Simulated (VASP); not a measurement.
Here is a VASP 6.6.1 calculation.

File POSCAR:

```
AlN
1.0
    2.8609029891      0.0000000000      0.0000000000
   -1.4304514946      2.4776146663      0.0000000000
    0.0000000000      0.0000000000      4.8889447598
Al N
2 2
Direct
    0.0000000000      0.0000000000      0.0000000000
    0.0000000000      0.0000000000      0.5000000000
    0.3333333333      0.6666666667      0.2500000000
    0.6666666667      0.3333333333      0.7500000000
```

Contents of INCAR.step1:

```
  PREC = Accurate
  ENCUT = 520
  ISMEAR = 0
  SIGMA = 0.01
  LREAL = F
  LASPH = T
  NELM = 100
  NBANDS = 16
  GGA = PE
  ALGO = Normal
  EDIFF = 1E-4
  LWAVE = T
  LCHARG = F
```

INCAR.step2

```
  PREC = Accurate
  ENCUT = 520
  EDIFF = 1E-6
  ISMEAR = 0
  SIGMA = 0.01
  LREAL = F
  LASPH = T
  NELM = 100
  ALGO = Normal
  ISIF = 2
  LWAVE = F
  LCHARG = F
  METAGGA = R2SCAN
  LMIXTAU = T
  NBANDS = 16
  ISTART = 1
```

The input KPOINTS:

```
regular mesh
0
Gamma
  9 9 4
```

Potentials or basis: VASP PAW PBE potentials, release 64 (Al, N).

Launch:

```sh
$ cat potpaw_PBE.64/Al/POTCAR potpaw_PBE.64/N/POTCAR > POTCAR
$ cp INCAR.step1 INCAR
$ mpirun -np 1 vasp_std > vasp.out
$ cp INCAR.step2 INCAR
$ mpirun -np 1 vasp_std > vasp.out
```

(1) Predict the band gap on the k mesh.

(2) Predict the pressure.

Results:

(1) 5.52 eV.

(2) -8.1 GPa.

Caveat: the cell stands under tension; the PAW data sets were made with another functional, which shifts forces and pressure a little; an odd mesh through Γ misses points on the zone boundary, where band edges can lie.
